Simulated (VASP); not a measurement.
A run of VASP 6.6.1:

Contents of INCAR:

```
SYSTEM = Si96C95
PREC = Accurate ; ENCUT = 520
EDIFF = 1E-6 ; ISMEAR = -1
SIGMA = 0.05 ; LREAL = Auto
LASPH = .TRUE. ; NELM = 80
ALGO = Normal ; ISIF = 2
LWAVE = .FALSE. ; LCHARG = .TRUE.
GGA = PS ; LELF = .TRUE.
LVHAR = .TRUE. ; NELECT = 762.0
ISYM = 0 ; NBANDS = 483
LUSENCCL = .FALSE.
```

KPOINTS

```
Automatic mesh
0
Gamma
  1 1 1
  0.25 0.25 0.25
```

POSCAR

```
Si96C95
1.0
   12.3122720000      0.0000000000      0.0000000000
    0.0000000000     15.9941100000      0.0000000000
    0.0000000000      0.0000000000     10.0759470000
Si C
96 95
Direct
    0.9999970000      0.9996640000      0.4997830000
    0.2500410000      0.9997710000      0.4998290000
    0.1247340000      0.1662360000      0.4998820000
    0.0000060000      0.3328810000      0.5000080000
    0.4999730000      0.9996080000      0.4998080000
    0.3750960000      0.1654630000      0.5003980000
[... 183 lines left out ...]
    0.8748900000      0.7220360000      0.9377980000
    0.7499340000      0.8888350000      0.9377430000
```

Potentials or basis: VASP PAW PBE potentials, release 64 (Si, C).

Run with:

```console
$ cat potpaw_PBE.64/Si/POTCAR potpaw_PBE.64/C/POTCAR > POTCAR
$ mpirun -np 1 vasp_std > vasp.out
```

Hardware: 1 × NVIDIA H100 80GB with 1 thread of AMD EPYC 7R13 Processor (Zen 3), on a shared host.

Estimate the wall time of this run.

Run time: 8.2 min on 1 × NVIDIA H100 80GB with 1 thread of AMD EPYC 7R13 Processor (Zen 3), with other jobs on the host, peak memory 3.5 GiB. Counts: scf iterations 16, k points 4.
